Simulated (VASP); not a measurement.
Write the native input for VASP 6.6.1 that does the following.

- Task: single point
- Functional: PBEsol
- Potentials or basis: VASP PAW PBE potentials, release 64 (Mo_sv, S)
- Cutoff: 520 eV
- k mesh: 18 × 18 × 8
- Occupations: gaussian, width 0.05 eV
- Spin: collinear spin
- Starting moments: [3.5, 3.5, 0.0, 0.0] μB
- Hubbard terms: Mo d U = 7.0 eV
- Dipole correction: no
- Further INCAR settings: ALGO = Fast; EDIFF = 1e-07; NBANDS = 32

The structure of MoS lies in POSCAR:

```
MoS
1.0
    3.1903878410      0.0000000000      0.0000000000
   -1.5951939205      2.7629569182      0.0000000000
    0.0000000000      0.0000000000      6.4037196669
Mo S
2 2
Direct
    0.0000000000      0.0000000000      0.0000000000
    0.0000000000      0.0000000000      0.5000000000
    0.3333333333      0.6666666667      0.2500000000
    0.6666666667      0.3333333333      0.7500000000
```

The input as run:

INCAR

```
PREC = Accurate ; ENCUT = 520
EDIFF = 1E-7 ; ISMEAR = 0
SIGMA = 0.05 ; LREAL = F
LASPH = T ; NELM = 150
ALGO = Fast ; ISIF = 2
LWAVE = F ; LCHARG = F
ISPIN = 2 ; MAGMOM = 3.5 3.5 0 0
LORBIT = 11 ; LMAXMIX = 4
LDAU = T ; LDAUTYPE = 2
LDAUL = 2 -1 ; LDAUU = 7 0
LDAUJ = 0 0 ; LDAUPRINT = 1
GGA = PS ; NBANDS = 32
```

KPOINTS

```
Automatic mesh
0
Gamma
  18 18 8
```

Potentials or basis: VASP PAW PBE potentials, release 64 (Mo_sv, S).

Run with:

```bash
$ cat potpaw_PBE.64/Mo_sv/POTCAR potpaw_PBE.64/S/POTCAR > POTCAR
$ mpirun -np 1 vasp_std > vasp.out
```

It gave:

The pressure is 37.0 GPa, the net moment is 4.29 μB per cell and the site moments are Mo +2.17; S +0.02 μB. The valence electrons inside the program's atomic spheres are Mo 12.53; S 3.83.

Caveat: the cell stands under pressure; the PAW data sets were made with another functional, which shifts forces and pressure a little.

Wall time 31 min on 1 thread of Oxide Virtual Turin-like Processor, on a shared host, peak memory 0.5 GiB.
